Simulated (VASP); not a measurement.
# ScGa3N2 (P-4m2) in VASP: further runs, part 2 of 2

VASP 6.6.1. Earlier steps stand in the parts before.

### 3 Single point, PBE

This run uses another cell than the first one, of 14.39 Å³/atom.

The input, INCAR:

```
SYSTEM = ScGa3N2
PREC     = Accurate       ! precision mode
ENCUT    = 520            ! plane-wave cutoff, eV
EDIFF    = 1E-7           ! SCF threshold, eV
ISMEAR   = 0              ! smearing method
SIGMA    = 0.1            ! smearing width, eV
LREAL    = .FALSE.        ! projectors in reciprocal space
LASPH    = .TRUE.         ! aspherical terms in the spheres
NELM     = 60             ! most SCF steps
ALGO     = Normal         ! electronic algorithm
ISIF     = 2              ! what is computed and relaxed
LWAVE    = .FALSE.        ! write WAVECAR
LCHARG   = .TRUE.         ! write CHGCAR
GGA      = PE             ! functional
LELF     = .TRUE.         ! ELF
LVHAR    = .TRUE.       
NBANDS   = 39             ! bands
```

The input, KPOINTS:

```
regular mesh
0
G
  6 6 4
  0 0 0
```

The input, POSCAR:

```
ScGa3N2
1.0
    3.4121117900      0.0000000000      0.0000000000
    0.0000000000      3.4121117900      0.0000000000
    0.0000000000      0.0000000000      7.4138491000
Sc Ga N
1 3 2
Direct
    0.0000000000      0.0000000000      0.0000000000
    0.5000000000      0.0000000000      0.6250519800
    0.0000000000      0.5000000000      0.3749480200
    0.5000000000      0.5000000000      0.0000000000
    0.5000000000      0.0000000000      0.2626059900
    0.0000000000      0.5000000000      0.7373940100
```

Potentials or basis: VASP PAW PBE potentials, release 64 (Sc_sv, Ga_d, N).

Started as:

```
$ cat potpaw_PBE.64/Sc_sv/POTCAR potpaw_PBE.64/Ga_d/POTCAR potpaw_PBE.64/N/POTCAR > POTCAR
$ mpirun -np 1 vasp_std > vasp.out
```

OUTCAR:

```text
SYSTEM = ScGa3N2
   PREC = Accurate
   ENCUT = 520
   EDIFF = 1E-7
   ISMEAR = 0
   LREAL = .FALSE.
   LASPH = .TRUE.
   NELM = 60
   ISIF = 2
   GGA = PE

 ion  position               nearest neighbor table
   1  0.000  0.000  0.000-   4 2.41   4 2.41   4 2.41   4 2.41   6 2.59   6 2.59   5 2.59   5 2.59

   2  0.500  0.000  0.625-
   3  0.000  0.500  0.375-
   4  0.500  0.500  0.000-   1 2.41   1 2.41   1 2.41   1 2.41
   5  0.500  0.000  0.263-   1 2.59   1 2.59
   6  0.000  0.500  0.737-   1 2.59   1 2.59

[... 1215 lines left out ...]
  -------------------------------------------------------------------------------------
  Total        6.4838755      6.4838755     -9.7046678      0.0000000      0.0000000      0.0000000
  in kB      120.3524687    120.3524687   -180.1362049      0.0000000      0.0000000      0.0000000
  external PRESSURE =      20.1895775 kB  Pullay stress =       0.0000000 kB

 VOLUME and BASIS-vectors are now :
 -----------------------------------------------------------------------------
  energy-cutoff  :      520.00
  volume of cell :       86.32
      direct lattice vectors                 reciprocal lattice vectors
     3.412111790  0.000000000  0.000000000     0.293073633  0.000000000  0.000000000
     0.000000000  3.412111790  0.000000000     0.000000000  0.293073633  0.000000000
     0.000000000  0.000000000  7.413849100     0.000000000  0.000000000  0.134882702

 POSITION                                       TOTAL-FORCE (eV/Angst)
 -----------------------------------------------------------------------------------
      0.00000      0.00000      0.00000         0.000000      0.000000      0.000000
      1.70606      0.00000      4.63404         0.000000      0.000000      0.754002
      0.00000      1.70606      2.77981         0.000000      0.000000     -0.754002
      1.70606      1.70606      0.00000         0.000000     -0.000000      0.000000
      1.70606      0.00000      1.94692        -0.000000      0.000000     -0.171399
      0.00000      1.70606      5.46693         0.000000      0.000000      0.171399
 -----------------------------------------------------------------------------------
    total drift:                                0.000000      0.000000      0.000000

  FREE ENERGIE OF THE ION-ELECTRON SYSTEM (eV)
  ---------------------------------------------------
  free  energy   TOTEN  =       -27.3744834503 eV

  energy  without entropy=      -27.3475071563  energy(sigma->0) =      -27.36099530
```

OSZICAR:

```text
N       E                     dE             d eps       ncg     rms          rms(c)
DAV:   1     0.616375065555E+03    0.61638E+03   -0.27252E+04  2427   0.261E+03
DAV:   2     0.726775176185E+02   -0.54370E+03   -0.52584E+03  2348   0.666E+02
DAV:   3    -0.238184483662E+02   -0.96496E+02   -0.92400E+02  2916   0.206E+02
DAV:   4    -0.311430770702E+02   -0.73246E+01   -0.70716E+01  3267   0.554E+01
DAV:   5    -0.313946108567E+02   -0.25153E+00   -0.25041E+00  3065   0.107E+01    0.142E+01
DAV:   6    -0.295271678565E+02    0.18674E+01   -0.40400E+01  4129   0.442E+01    0.111E+01
DAV:   7    -0.275118381693E+02    0.20153E+01   -0.11563E+01  3384   0.195E+01    0.449E+00
DAV:   8    -0.274103853954E+02    0.10145E+00   -0.15647E+00  3275   0.944E+00    0.219E+00
DAV:   9    -0.273750283459E+02    0.35357E-01   -0.19704E-01  3618   0.539E+00    0.512E-01
DAV:  10    -0.273741181501E+02    0.91020E-03   -0.51612E-02  3075   0.350E+00    0.383E-01
DAV:  11    -0.273743935576E+02   -0.27541E-03   -0.92367E-03  2987   0.129E+00    0.182E-01
DAV:  12    -0.273744768365E+02   -0.83279E-04   -0.20732E-03  3067   0.855E-01    0.642E-02
DAV:  13    -0.273744658236E+02    0.11013E-04   -0.50679E-04  3119   0.632E-01    0.294E-02
DAV:  14    -0.273744780744E+02   -0.12251E-04   -0.21470E-04  4131   0.205E-01    0.103E-02
DAV:  15    -0.273744838785E+02   -0.58041E-05   -0.61443E-05  2953   0.821E-02    0.643E-03
DAV:  16    -0.273744832468E+02    0.63175E-06   -0.62845E-06  3006   0.537E-02    0.130E-03
DAV:  17    -0.273744833946E+02   -0.14788E-06   -0.18686E-06  3065   0.173E-02    0.658E-04
DAV:  18    -0.273744834503E+02   -0.55650E-07   -0.40958E-07  2316   0.713E-03
   1 F= -.27374483E+02 E0= -.27360995E+02  d E =-.269763E-01
```

stdout:

```text
POSCAR found type information on POSCAR ScGaN
 POSCAR found :  3 types and       6 ions
 scaLAPACK will be used
 LDA part: xc-table for (Slater+PW92), standard interpolation
 POSCAR, INCAR and KPOINTS ok, starting setup
 FFT: planning ... GRIDC
 FFT: planning ... GRID_SOFT
 FFT: planning ... GRID
 WAVECAR not read
 entering main loop
```

Wall time 1.9 min (1 thread of Intel Xeon Platinum 8375C at 2.90GHz (Ice Lake), shared host); peak memory 0.25 GiB.

What came out:

```
Free energy            : -27.3745 eV
Pressure               : 2.0 GPa
Largest force          : 0.754 eV/Å
Band gap on the k mesh : zero (bands 30 and 31 overlap by 1.04 eV)
```

Forces on the atoms (eV/Å):
```
Sc   0.000  0.000  0.000
Ga   0.000  0.000  0.754
Ga   0.000  0.000 -0.754
Ga   0.000  0.000  0.000
N    0.000  0.000 -0.171
N    0.000  0.000  0.171
```

Levels at points of the mesh, in eV from the Fermi level:
| k point | band 27 | band 28 | band 29 | band 30 | band 31 | band 32 | band 33 | band 34 |
| --- | --- | --- | --- | --- | --- | --- | --- | --- |
| (0.00, 0.00, 0.00) | -2.20 | -1.94 | -1.94 | -0.24 | 0.57 | 1.75 | 2.79 | 3.34 |
| (0.50, 0.00, 0.00) | -1.46 | -1.33 | -1.25 | -1.04 | 0.31 | 0.57 | 2.07 | 2.82 |
| (0.50, 0.50, 0.00) | -3.52 | -3.12 | -2.74 | -2.74 | 0.85 | 0.85 | 1.70 | 2.64 |
| (0.00, 0.00, 0.50) | -2.09 | -1.85 | -1.85 | -0.72 | -0.71 | 2.79 | 3.22 | 3.22 |
| (0.50, 0.00, 0.50) | -2.35 | -1.70 | -1.47 | 0.27 | 0.51 | 1.11 | 2.14 | 2.73 |
| (0.50, 0.50, 0.50) | -3.93 | -2.24 | -2.24 | -1.97 | 0.05 | 0.05 | 1.55 | 2.15 |

### 4 Relaxation of cell and atoms, PBE

This run uses another cell than the first one, of 14.39 Å³/atom.

The input, INCAR:

```
SYSTEM = ScGa3N2
PREC     = Accurate       ! precision mode
ENCUT    = 600            ! plane-wave cutoff, eV
EDIFF    = 1E-6           ! SCF threshold, eV
ISMEAR   = 0              ! smearing method
SIGMA    = 0.1            ! smearing width, eV
LREAL    = .False.        ! projectors in reciprocal space
LASPH    = .True.         ! aspherical terms in the spheres
NELM     = 60             ! most SCF steps
ALGO     = Normal         ! electronic algorithm
ISIF     = 3              ! what is computed and relaxed
LWAVE    = .False.        ! write WAVECAR
LCHARG   = .False.        ! write CHGCAR
GGA      = PE             ! functional
IBRION   = 2              ! ionic algorithm
NSW      = 90             ! ionic steps
EDIFFG   = -0.04          ! ionic threshold
```

The input, KPOINTS:

```
regular mesh
0
Gamma
  6 6 4
  0 0 0
```

POSCAR is that of step 3.

Started as:

```
$ cat potpaw_PBE.64/Sc_sv/POTCAR potpaw_PBE.64/Ga_d/POTCAR potpaw_PBE.64/N/POTCAR > POTCAR
$ mpirun -np 1 vasp_std > vasp.out
```

Wall time 39 min (1 thread of Intel Xeon Platinum 8375C at 2.90GHz (Ice Lake), shared host); peak memory 0.29 GiB.

It converged, with:

| Property | Result |
| --- | --- |
| Free energy | -33.8353 eV |
| Relaxed volume | 15.69 Å³/atom |
| Relaxed cell | a = 4.062 Å, b = 4.062 Å, c = 5.707 Å, α = 90.00°, β = 90.00°, γ = 90.00° |
| Space group after relaxing (to 0.1 Å) | P-4m2 (No. 115) |
| Pressure after relaxing | -0.1 GPa |
| Largest force after relaxing | 0.021 eV/Å |
| Band gap on the k mesh | zero (bands 30 and 31 overlap by 2.65 eV) |

Forces on the atoms (eV/Å):
```
Sc   0.000  0.000  0.000
Ga   0.000  0.000 -0.012
Ga   0.000  0.000  0.012
Ga   0.000  0.000  0.000
N    0.000  0.000  0.021
N    0.000  0.000 -0.021
```

Stress tensor (GPa, compression positive):
```
-0.12  0.00  0.00
 0.00 -0.12  0.00
 0.00  0.00  0.05
```

Final structure:
```yaml
crystal:
  lattice:
    - [4.06195, 0.00000, 0.00000]
    - [0.00000, 4.06195, 0.00000]
    - [0.00000, 0.00000, 5.70653]
  atoms:
    - { symbol: Sc, position: [0.00000, 0.00000, 0.00000] }
    - { symbol: Ga, position: [0.50000, 0.00000, 0.47400] }
    - { symbol: Ga, position: [0.00000, 0.50000, 0.52600] }
    - { symbol: Ga, position: [0.50000, 0.50000, 0.00000] }
    - { symbol: N, position: [0.50000, 0.00000, 0.11104] }
    - { symbol: N, position: [0.00000, 0.50000, 0.88896] }
```

Levels at points of the mesh, in eV from the Fermi level:
```csv
k point,band 26,band 27,band 28,band 29,band 30,band 31,band 32,band 33,band 34,band 35
"(0.00, 0.00, 0.00)",-4.57,-3.30,-3.30,-0.97,-0.42,0.80,0.80,1.24,1.86,3.18
"(0.50, 0.00, 0.00)",-5.25,-3.44,-3.29,-2.89,0.25,1.74,2.17,2.43,2.45,3.17
"(0.50, 0.50, 0.00)",-4.10,-3.61,-3.45,-3.45,-2.31,-2.03,2.44,2.44,2.81,2.96
"(0.00, 0.00, 0.50)",-3.50,-3.50,-2.76,-2.35,0.16,0.84,0.84,1.24,1.93,2.80
"(0.50, 0.00, 0.50)",-4.46,-3.46,-2.91,-2.55,0.62,0.79,1.34,1.88,2.14,3.48
"(0.50, 0.50, 0.50)",-4.59,-4.49,-2.28,-1.58,-1.58,-1.07,0.92,0.92,0.98,3.02
```

Caveat: a cell axis changed by over 15 % at a fixed basis, so the end point is rough.

### 5 Single point, PBE

This run uses another cell than the first one, of 15.59 Å³/atom.

The input, INCAR:

```
SYSTEM = ScGa3N2
PREC     = Accurate       ! precision mode
ENCUT    = 520            ! plane-wave cutoff, eV
EDIFF    = 1E-7           ! SCF threshold, eV
ISMEAR   = 0              ! smearing method
SIGMA    = 0.1            ! smearing width, eV
LREAL    = .False.        ! projectors in reciprocal space
LASPH    = .True.         ! aspherical terms in the spheres
NELM     = 60             ! most SCF steps
ALGO     = Normal         ! electronic algorithm
ISIF     = 2              ! what is computed and relaxed
LWAVE    = .False.        ! write WAVECAR
LCHARG   = .False.        ! write CHGCAR
GGA      = PE             ! functional
NBANDS   = 39             ! bands
```

The input, KPOINTS:

```
Automatic mesh
0
Gamma
  10 10 8
  0 0 0
```

The input, POSCAR:

```
ScGa3N2
1.0
    4.0620533333      0.0000000000      0.0000000000
    0.0000000000      4.0620533333      0.0000000000
    0.0000000000      0.0000000000      5.6707979431
Sc Ga N
1 3 2
Direct
    0.0000000000      0.0000000000      0.0000000000
    0.5000000000      0.0000000000      0.4758121036
    0.0000000000      0.5000000000      0.5241878964
    0.5000000000      0.5000000000      0.0000000000
    0.5000000000      0.0000000000      0.1119576211
    0.0000000000      0.5000000000      0.8880423789
```

Started as:

```
$ cat potpaw_PBE.64/Sc_sv/POTCAR potpaw_PBE.64/Ga_d/POTCAR potpaw_PBE.64/N/POTCAR > POTCAR
$ mpirun -np 1 vasp_std > vasp.out
```

Wall time 6.4 min (1 thread of Intel Xeon Platinum 8375C at 2.90GHz (Ice Lake), shared host); peak memory 0.43 GiB.

The run converged. Its results:

```
Free energy            : -33.8384 eV
Pressure               : 0.4 GPa
Largest force          : 0.025 eV/Å
Band gap on the k mesh : zero (bands 30 and 31 overlap by 2.63 eV)
```

Forces on the atoms (eV/Å):
```
Sc   0.000  0.000  0.000
Ga   0.000  0.000  0.025
Ga   0.000  0.000 -0.025
Ga   0.000  0.000  0.000
N    0.000  0.000  0.025
N    0.000  0.000 -0.025
```

Stress tensor (GPa, compression positive):
```
0.54 0.00 0.00
0.00 0.54 0.00
0.00 0.00 0.23
```

Levels at points of the mesh, in eV from the Fermi level:
| k point | band 28 | band 29 | band 30 | band 31 | band 32 | band 33 |
| --- | --- | --- | --- | --- | --- | --- |
| (0.00, 0.00, 0.00) | -3.28 | -0.98 | -0.37 | 0.84 | 0.84 | 1.27 |
| (0.50, 0.00, 0.00) | -3.25 | -2.85 | 0.25 | 1.80 | 2.19 | 2.46 |
| (0.50, 0.50, 0.00) | -3.44 | -3.44 | -2.27 | -1.99 | 2.49 | 2.49 |
| (0.00, 0.00, 0.50) | -2.68 | -2.33 | 0.19 | 0.88 | 0.88 | 1.27 |
| (0.50, 0.00, 0.50) | -2.85 | -2.50 | 0.64 | 0.84 | 1.37 | 1.88 |
| (0.50, 0.50, 0.50) | -2.25 | -1.51 | -1.51 | -1.03 | 0.97 | 0.97 |

### 6 Overview

| task | cell | k mesh | cutoff (eV) | gap on the mesh (eV) | pressure (GPa) | largest force (eV/Å) |
| --- | --- | --- | --- | --- | --- | --- |
| single point | a = 4.062, b = 4.062, c = 5.707 Å, 6 atoms, atomic positions A | 6 × 6 × 4 | 520 | none | 0.4 | 0.03 |
| single point | a = 3.412, b = 3.412, c = 7.414 Å, 6 atoms, atomic positions B | 6 × 6 × 4 | 520 | none | 2.0 | 0.75 |
| relaxation of cell and atoms | relaxed from a = 3.412, b = 3.412, c = 7.414 Å, 6 atoms, atomic positions B | 6 × 6 × 4 | 600 | none | -0.1 | 0.02 |
| single point | a = 4.062, b = 4.062, c = 5.671 Å, 6 atoms, atomic positions C | 10 × 10 × 8 | 520 | none | 0.4 | 0.03 |

Alike in all rows: level PBE; potentials or basis VASP PAW PBE potentials, release 64 (Sc_sv, Ga_d, N); no spin polarisation; smearing gaussian 0.1 eV.

Caveats: a cell axis changed by over 15 % at a fixed basis, so the end point is rough (at least some runs).

Total energies depend on the potentials used, so only differences within one code and one set of settings carry meaning.
